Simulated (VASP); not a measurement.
# NaCl (Pm-3m) in VASP: notebook

The runs below take NaCl through single point, with PBEsol, PBE.

Everything below comes from runs of VASP 6.6.1. Logs are shortened: lines on timing, memory, paths and dates and some standing lists are left out, and cuts for length are marked.

### 1 The cell of the first run

The structure is cubic, space group Pm-3m (No. 221). The conventional cell has a = 3.502 Å, b = 3.502 Å, c = 3.502 Å, α = 90.00°, β = 90.00°, γ = 90.00°. Within 4.0 Å of Cl (site symmetry m-3m) lie 8 Na at 3.03 Å and 6 Cl at 3.50 Å. Na (site symmetry m-3m) has 8 Cl at 3.03 Å and 6 Na at 3.50 Å within 4.0 Å.

### 2 Single point, PBEsol

Input file INCAR:

```
  ALGO = Normal
  EDIFF = 1E-6
  ENCUT = 500
  GGA = PS
  GGA_COMPAT = F
  ISIF = 2
  ISMEAR = 0
  LASPH = T
  LCHARG = T
  LELF = T
  LREAL = F
  LVHAR = T
  LWAVE = F
  NBANDS = 14
  NELM = 120
  PREC = Accurate
  SIGMA = 0.01
```

Input file KPOINTS:

```
k-points
0
Gamma
  4 4 4
```

Input file POSCAR:

```
NaCl
1.0
    3.5021900000      0.0000000000      0.0000000000
    0.0000000000      3.5021900000      0.0000000000
    0.0000000000      0.0000000000      3.5021900000
Cl Na
1 1
Direct
    0.5000000000      0.5000000000      0.5000000000
    0.0000000000      0.0000000000      0.0000000000
```

Potentials or basis: VASP PAW PBE potentials, release 64 (Cl, Na_pv).

Command:

```console
$ cat potpaw_PBE.64/Cl/POTCAR potpaw_PBE.64/Na_pv/POTCAR > POTCAR
$ mpirun -np 1 vasp_std > vasp.out
```

OUTCAR:

```text
EDIFF = 1E-6
   ENCUT = 500
   GGA = PS
   ISIF = 2
   ISMEAR = 0
   LASPH = T
   LREAL = F
   NELM = 120
   PREC = Accurate

 ion  position               nearest neighbor table
   1  0.500  0.500  0.500-
   2  0.000  0.000  0.000-

  LATTYP: Found a simple cubic cell.
 ALAT       =     3.5021900000

  Lattice vectors:

 A1 = (   3.5021900000,   0.0000000000,   0.0000000000)
 A2 = (   0.0000000000,   3.5021900000,   0.0000000000)
 A3 = (   0.0000000000,   0.0000000000,   3.5021900000)

Analysis of symmetry for initial positions (statically):
=====================================================================
 Subroutine PRICEL returns:
 Original cell was already a primitive cell.

 Routine SETGRP: Setting up the symmetry group for a
 simple cubic supercell.

 Subroutine GETGRP returns: Found 48 space group operations
 (whereof 48 operations were pure point group operations)
 out of a pool of 48 trial point group operations.

The static configuration has the point symmetry O_h .

Analysis of symmetry for dynamics (positions and initial velocities):
=====================================================================
 Subroutine PRICEL returns:
 Original cell was already a primitive cell.

 Routine SETGRP: Setting up the symmetry group for a
 simple cubic supercell.

 Subroutine GETGRP returns: Found 48 space group operations
 (whereof 48 operations were pure point group operations)
 out of a pool of 48 trial point group operations.

The dynamic configuration has the point symmetry O_h .

 Subroutine INISYM returns: Found 48 space group operations
 (whereof 48 operations are pure point group operations),
 and found     1 'primitive' translations

----------------------------------------------------------------------------------------

                                     Primitive cell

  volume of cell :      42.9555

  direct lattice vectors                    reciprocal lattice vectors
     3.502190000  0.000000000  0.000000000     0.285535622  0.000000000  0.000000000
     0.000000000  3.502190000  0.000000000     0.000000000  0.285535622  0.000000000
     0.000000000  0.000000000  3.502190000     0.000000000  0.000000000  0.285535622

  length of vectors
     3.502190000  3.502190000  3.502190000     0.285535622  0.285535622  0.285535622

  position of ions in fractional coordinates (direct lattice)
     0.500000000  0.500000000  0.500000000
     0.000000000  0.000000000  0.000000000

  ion indices of the primitive-cell ions
   primitive index   ion index
                 1           1
                 2           2

----------------------------------------------------------------------------------------

 KPOINTS: k-points

Automatic generation of k-mesh.
 Grid dimensions read from file:
 generate k-points for:    4    4    4

 Generating k-lattice:

  Cartesian coordinates                     Fractional coordinates (reciprocal lattice)
     0.071383905  0.000000000  0.000000000     0.250000000  0.000000000  0.000000000
     0.000000000  0.071383905  0.000000000     0.000000000  0.250000000  0.000000000
     0.000000000  0.000000000  0.071383905     0.000000000  0.000000000  0.250000000

  Length of vectors
     0.071383905  0.071383905  0.071383905

  Shift w.r.t. Gamma in fractional coordinates (k-lattice)
     0.000000000  0.000000000  0.000000000

 Subroutine IBZKPT returns following result:
 ===========================================

 Found     10 irreducible k-points:

 Following reciprocal coordinates:
            Coordinates               Weight
  0.000000  0.000000  0.000000      1.000000
  0.250000  0.000000  0.000000      6.000000
  0.500000  0.000000  0.000000      3.000000
  0.250000  0.250000  0.000000     12.000000
  0.500000  0.250000  0.000000     12.000000
  0.500000  0.500000  0.000000      3.000000
  0.250000  0.250000  0.250000      8.000000
  0.500000  0.250000  0.250000     12.000000
  0.500000  0.500000  0.250000      6.000000
  0.500000  0.500000  0.500000      1.000000
   k-points           NKPTS =     10   k-points in BZ     NKDIM =     10   number of bands    NBANDS=     14
   number of dos      NEDOS =    301   number of ions     NIONS =      2
   total plane-waves  NPLWV =  21952
   dimension x,y,z NGX =    28 NGY =   28 NGZ =   28
   dimension x,y,z NGXF=    56 NGYF=   56 NGZF=   56
   ions per type =               1   1
   NGX,Y,Z   is equivalent  to a cutoff of  13.29, 13.29, 13.29 a.u.
   NGXF,Y,Z  is equivalent  to a cutoff of  26.58, 26.58, 26.58 a.u.
 SYSTEM =  unknown system
   PREC   = accura    normal or accurate (medium, high low for compatibility)
   ISTART =      0    job   : 0-new  1-cont  2-samecut
   ICHARG =      2    charge: 1-file 2-atom 10-const
   ISPIN  =      1    spin polarized calculation?
   LNONCOLLINEAR =      F non collinear calculations
   LSORBIT =      F    spin-orbit coupling
   LASPH  =      T    aspherical Exc in radial PAW
   ENCUT  =  500.0 eV  36.75 Ry    6.06 a.u.   6.39  6.39  6.39*2*pi/ulx,y,z
   NELM   =    120;   NELMIN=  2; NELMDL= -5     # of ELM steps
   EDIFF  = 0.1E-05   stopping-criterion for ELM
   LREAL  =      F    real-space projection
   EDIFFG = 0.1E-04   stopping-criterion for IOM
   NSW    =      0    number of steps for IOM
   IBRION =     -1    ionic relax: 0-MD 1-quasi-New 2-CG
   NFREE  =      0    steps in history (QN), initial steepest desc. (CG)
   ISIF   =      2    stress and relaxation
   ISYM   =      2    0-nonsym 1-usesym 2-fastsym
   POTIM  = 0.5000    time-step for ionic-motion
   TEBEG  =    0.0;   TEEND  =   0.0 temperature during run
   PSTRESS=    0.0 pullay stress
   NELECT =      14.0000    total number of electrons
   NUPDOWN=      -1.0000    fix difference up-down
   EMIN   =  10.00;   EMAX   =-10.00  energy-range for DOS
   EFERMI =   0.00;   METHOD = LEGACY
   ISMEAR =     0;   SIGMA  =   0.01  broadening in eV -4-tet -1-fermi 0-gaus
   EFERMI_NEDOS =   21; number of points for ismear=-14 and -15
   IALGO  =     38    algorithm
   IMIX   =      4    mixing-type and parameters
     AMIX     =   0.40;   BMIX     =  1.00
     AMIX_MAG =   1.60;   BMIX_MAG =  1.00
  volume/ion in A,a.u.               =      21.48       144.94
  Fermi-wavevector in a.u.,A,eV,Ry     =   1.126621  2.129005 17.269530  1.269275
  Thomas-Fermi vector in A             =   2.263304
   LORBIT       =      0    0 simple, 1 ext, 2 COOP (PROOUT), +10 PAW based schemes
   GGA     = PS    functional components
   LHFCALC =     F    Hartree Fock is set to
   AEXX    =    0.0000 exact exchange contribution
   IVDW    =     0    specifies the selected vdW correction
   LEPSILON=     F    determine dielectric tensor
   LRPA    =     F    only Hartree local field effects (RPA)
 non-spin polarized calculation
 Gauss-broadening in eV      SIGMA  =   0.01
  energy-cutoff  :      500.00
  volume of cell :       42.96
 maximum number of plane-waves:      1108
 NGX is ok and might be reduce to    28
   NGX = 13   NGY = 13   NGZ = 13

 number of electron      13.9999982 magnetization

 Free energy of the ion-electron system (eV)
  ---------------------------------------------------
  ext. energy  EPLUGINS =         0.00000000
  ---------------------------------------------------
  free energy    TOTEN  =        -6.71339089 eV

  energy without entropy =       -6.71339089  energy(sigma->0) =       -6.71339089

 E-fermi :   0.4522     XC(G=0):  -8.5827

 val. band max:        0.3817140272   @ k =   0.5000   0.5000   0.0000
 cond. band min:       4.2107257310   @ k =   0.0000   0.0000   0.0000
 fundamental gap:      3.8290117039
 Fermi energy:         0.4522133682

 k-point     1 :       0.0000    0.0000    0.0000
  band No.  band energies     occupation
      1     -21.5181      2.00000
      2     -21.5181      2.00000
      3     -21.5181      2.00000
      4     -12.9882      2.00000
      5      -0.1191      2.00000
      6      -0.1191      2.00000
      7      -0.1191      2.00000
      8       4.2107      0.00000
      9       8.7856      0.00000
     10       8.7856      0.00000
     11      15.9562      0.00000
     12      15.9562      0.00000
     13      15.9562      0.00000
     14      16.2874      0.00000

 k-point     2 :       0.2500    0.0000    0.0000
  band No.  band energies     occupation
      1     -21.5393      2.00000
      2     -21.5162      2.00000
      3     -21.5162      2.00000
      4     -12.8127      2.00000
      5      -1.5776      2.00000
      6      -0.0028      2.00000
      7      -0.0028      2.00000
      8       5.5728      0.00000
      9       9.4616      0.00000
     10       9.6162      0.00000
     11      13.3385      0.00000
     12      13.3385      0.00000
     13      15.3796      0.00000
     14      15.8665      0.00000

 k-point     3 :       0.5000    0.0000    0.0000
  band No.  band energies     occupation
      1     -21.5603      2.00000
      2     -21.5143      2.00000
      3     -21.5143      2.00000
      4     -12.6227      2.00000
      5      -2.6230      2.00000
      6       0.1203      2.00000
      7       0.1203      2.00000
      8       7.1159      0.00000
      9       8.8652      0.00000
     10      10.7544      0.00000
     11      12.1401      0.00000
     12      12.1401      0.00000
     13      13.1418      0.00000
     14      17.3317      0.00000

 k-point     4 :       0.2500    0.2500    0.0000
  band No.  band energies     occupation
      1     -21.5375      2.00000
      2     -21.5346      2.00000
      3     -21.5144      2.00000
      4     -12.6580      2.00000
      5      -1.4780      2.00000
      6      -1.1518      2.00000
      7       0.1187      2.00000
      8       6.6399      0.00000
      9       9.0285      0.00000
     10      10.4853      0.00000
     11      12.0881      0.00000
     12      13.4179      0.00000
     13      14.1520      0.00000
     14      15.7985      0.00000

 k-point     5 :       0.5000    0.2500    0.0000
  band No.  band energies     occupation
      1     -21.5557      2.00000
      2     -21.5328      2.00000
      3     -21.5127      2.00000
      4     -12.4916      2.00000
      5      -2.3030      2.00000
      6      -1.0299      2.00000
      7       0.2473      2.00000
      8       7.2040      0.00000
      9       8.4664      0.00000
     10      11.0390      0.00000
     11      11.7589      0.00000
     12      12.4701      0.00000
     13      14.2458      0.00000
     14      16.8547      0.00000

 k-point     6 :       0.5000    0.5000    0.0000
  band No.  band energies     occupation
      1     -21.5511      2.00000
      2     -21.5511      2.00000
      3     -21.5110      2.00000
      4     -12.3516      2.00000
      5      -1.9270      2.00000
      6      -1.9270      2.00000
      7       0.3817      2.00000
      8       5.7983      0.00000
      9      10.1045      0.00000
     10      11.2435      0.00000
     11      11.2435      0.00000
     12      12.9035      0.00000
     13      12.9035      0.00000
     14      17.9605      0.00000

 k-point     7 :       0.2500    0.2500    0.2500
  band No.  band energies     occupation
      1     -21.5354      2.00000
      2     -21.5322      2.00000
      3     -21.5322      2.00000
      4     -12.5136      2.00000
      5      -1.3269      2.00000
      6      -0.9758      2.00000
      7      -0.9758      2.00000
      8       7.2485      0.00000
      9       9.6072      0.00000
     10       9.6072      0.00000
     11      11.7436      0.00000
     12      12.9363      0.00000
     13      12.9363      0.00000
     14      18.0365      0.00000

 k-point     8 :       0.5000    0.2500    0.2500
  band No.  band energies     occupation
      1     -21.5520      2.00000
      2     -21.5312      2.00000
      3     -21.5299      2.00000
      4     -12.3590      2.00000
      5      -2.0341      2.00000
      6      -0.9189      2.00000
      7      -0.7824      2.00000
      8       7.3073      0.00000
      9       8.6337      0.00000
     10       9.1662      0.00000
     11      12.5036      0.00000
     12      12.9986      0.00000
     13      14.3826      0.00000
     14      16.3150      0.00000

 k-point     9 :       0.5000    0.5000    0.2500
  band No.  band energies     occupation
      1     -21.5483      2.00000
      2     -21.5483      2.00000
      3     -21.5283      2.00000
      4     -12.2174      2.00000
      5      -1.7256      2.00000
      6      -1.7256      2.00000
      7      -0.6562      2.00000
      8       6.4257      0.00000
      9       8.6886      0.00000
     10       8.6886      0.00000
     11      12.5799      0.00000
     12      14.2232      0.00000
     13      15.1838      0.00000
     14      15.1838      0.00000

 k-point    10 :       0.5000    0.5000    0.5000
  band No.  band energies     occupation
      1     -21.5455      2.00000
      2     -21.5455      2.00000
      3     -21.5455      2.00000
      4     -12.0745      2.00000
      5      -1.4997      2.00000
      6      -1.4997      2.00000
      7      -1.4997      2.00000
      8       7.3399      0.00000
      9       7.3399      0.00000
     10       7.3399      0.00000
     11      12.0345      0.00000
     12      16.1001      0.00000
     13      16.1001      0.00000
     14      16.1001      0.00000

------------------------ aborting loop because EDIFF is reached ----------------------------------------

  FORCE on cell =-STRESS in cart. coord.  units (eV):
  Direction    XX          YY          ZZ          XY          YZ          ZX
  --------------------------------------------------------------------------------------
  -------------------------------------------------------------------------------------
  Total       -0.3050440     -0.3050440     -0.3050440     -0.0000000      0.0000000     -0.0000000
  in kB      -11.3776850    -11.3776850    -11.3776850     -0.0000000      0.0000000     -0.0000000
  external PRESSURE =     -11.3776850 kB  Pullay stress =       0.0000000 kB

 VOLUME and BASIS-vectors are now :
 -----------------------------------------------------------------------------
  energy-cutoff  :      500.00
  volume of cell :       42.96
      direct lattice vectors                 reciprocal lattice vectors
     3.502190000  0.000000000  0.000000000     0.285535622  0.000000000  0.000000000
     0.000000000  3.502190000  0.000000000     0.000000000  0.285535622  0.000000000
     0.000000000  0.000000000  3.502190000     0.000000000  0.000000000  0.285535622

 POSITION                                       TOTAL-FORCE (eV/Angst)
 -----------------------------------------------------------------------------------
      1.75110      1.75110      1.75110         0.000000      0.000000      0.000000
      0.00000      0.00000      0.00000         0.000000      0.000000      0.000000
 -----------------------------------------------------------------------------------
    total drift:                               -0.000000      0.000000      0.000000

  FREE ENERGIE OF THE ION-ELECTRON SYSTEM (eV)
  ---------------------------------------------------
  free  energy   TOTEN  =        -6.7133908866 eV

  energy  without entropy=       -6.7133908866  energy(sigma->0) =       -6.71339089
```

Wall time 9.9 s (1 thread of Intel Xeon 8259CL, shared host); peak memory 0.15 GiB.

What came out:

```yaml
Free_energy: -6.7134 eV
Pressure: -1.1 GPa
Band_gap_on_the_k_mesh: 3.83 eV, indirect (least direct gap 4.33 eV)
```

Levels at points of the mesh, in eV from the valence-band top:
```tsv
k point	band 3	band 4	band 5	band 6	band 7	band 8	band 9	band 10	band 11	band 12
(0.00, 0.00, 0.00)	-21.90	-13.37	-0.50	-0.50	-0.50	3.83	8.40	8.40	15.57	15.57
(0.50, 0.00, 0.00)	-21.90	-13.00	-3.00	-0.26	-0.26	6.73	8.48	10.37	11.76	11.76
(0.50, 0.50, 0.00)	-21.89	-12.73	-2.31	-2.31	0.00	5.42	9.72	10.86	10.86	12.52
(0.50, 0.50, 0.50)	-21.93	-12.46	-1.88	-1.88	-1.88	6.96	6.96	6.96	11.65	15.72
```

Caveat: the k points lie up to 0.45 Å⁻¹ apart; the PAW data sets were made with another functional, which shifts forces and pressure a little.

### 3 Single point, PBEsol

Input file INCAR:

```
  PREC = Accurate
  ENCUT = 500
  EDIFF = 1E-6
  ISMEAR = -1
  SIGMA = 0.02
  LREAL = False
  LASPH = True
  NELM = 120
  ALGO = Normal
  ISIF = 2
  LWAVE = False
  LCHARG = True
  GGA = PS
  LELF = True
  LVHAR = True
  NBANDS = 14
  GGA_COMPAT = False
```

Input file KPOINTS:

```
Automatic mesh
0
Gamma
  8 8 8
```

POSCAR is that of step 2.

Potentials or basis: VASP PAW PBE potentials, release 64 (Cl, Na_pv).

Command:

```console
$ cat potpaw_PBE.64/Cl/POTCAR potpaw_PBE.64/Na_pv/POTCAR > POTCAR
$ mpirun -np 1 vasp_std > vasp.out
```

Run time: 23 s. Hardware: 1 thread of Intel Xeon 8259CL, shared host; peak memory 0.16 GiB.

Results (log left out):

```yaml
Free_energy: -6.7229 eV
Pressure: -1.2 GPa
Band_gap_on_the_k_mesh: 3.84 eV, indirect (least direct gap 4.34 eV)
```

Levels at points of the mesh, in eV from the valence-band top:
| k point | band 5 | band 6 | band 7 | band 8 | band 9 | band 10 |
| --- | --- | --- | --- | --- | --- | --- |
| (0.00, 0.00, 0.00) | -0.50 | -0.50 | -0.50 | 3.84 | 8.41 | 8.41 |
| (0.50, 0.00, 0.00) | -3.00 | -0.26 | -0.26 | 6.74 | 8.49 | 10.38 |
| (0.50, 0.50, 0.00) | -2.31 | -2.31 | 0.00 | 5.43 | 9.73 | 10.87 |
| (0.50, 0.50, 0.50) | -1.88 | -1.88 | -1.88 | 6.97 | 6.97 | 6.97 |

Caveat: the PAW data sets were made with another functional, which shifts forces and pressure a little. Expect the measured gap to be larger: semilocal functionals such as PBEsol lack the derivative discontinuity.

### 4 Single point, PBE

Input file INCAR:

```
SYSTEM = NaCl
  PREC = Accurate
  ENCUT = 500
  EDIFF = 1E-6
  ISMEAR = 0
  SIGMA = 0.022
  LREAL = .FALSE.
  LASPH = .TRUE.
  NELM = 120
  ALGO = Normal
  ISIF = 2
  LWAVE = .FALSE.
  LCHARG = .TRUE.
  GGA = PE
  LELF = .TRUE.
  LVHAR = .TRUE.
  NBANDS = 14
  GGA_COMPAT = .FALSE.
```

Input file KPOINTS:

```
Automatic mesh
0
G
  8 8 8
  0 0 0
```

POSCAR is that of step 3.

Command:

```console
$ cat potpaw_PBE.64/Cl/POTCAR potpaw_PBE.64/Na_pv/POTCAR > POTCAR
$ mpirun -np 1 vasp_std > vasp.out
```

It took 28 s on 1 thread of Intel Xeon 8259CL, shared host; peak memory 0.15 GiB.

It converged, with:

| Quantity | Value |
| --- | --- |
| Free energy | -6.4686 eV |
| Pressure | 0.0 GPa |
| Band gap on the k mesh | 3.98 eV, indirect (least direct gap 4.47 eV) |

Levels at points of the mesh, in eV from the valence-band top:
| k point | band 3 | band 4 | band 5 | band 6 | band 7 | band 8 | band 9 | band 10 | band 11 | band 12 |
| --- | --- | --- | --- | --- | --- | --- | --- | --- | --- | --- |
| (0.00, 0.00, 0.00) | -22.07 | -13.38 | -0.49 | -0.49 | -0.49 | 3.98 | 8.58 | 8.58 | 15.69 | 15.69 |
| (0.50, 0.00, 0.00) | -22.07 | -13.02 | -2.94 | -0.26 | -0.26 | 6.92 | 8.56 | 10.51 | 11.84 | 11.84 |
| (0.50, 0.50, 0.00) | -22.07 | -12.75 | -2.26 | -2.26 | 0.00 | 5.54 | 9.88 | 11.03 | 11.03 | 12.60 |
| (0.50, 0.50, 0.50) | -22.10 | -12.48 | -1.84 | -1.84 | -1.84 | 7.12 | 7.12 | 7.12 | 11.65 | 15.88 |

(Continued in part 2 of 3.)
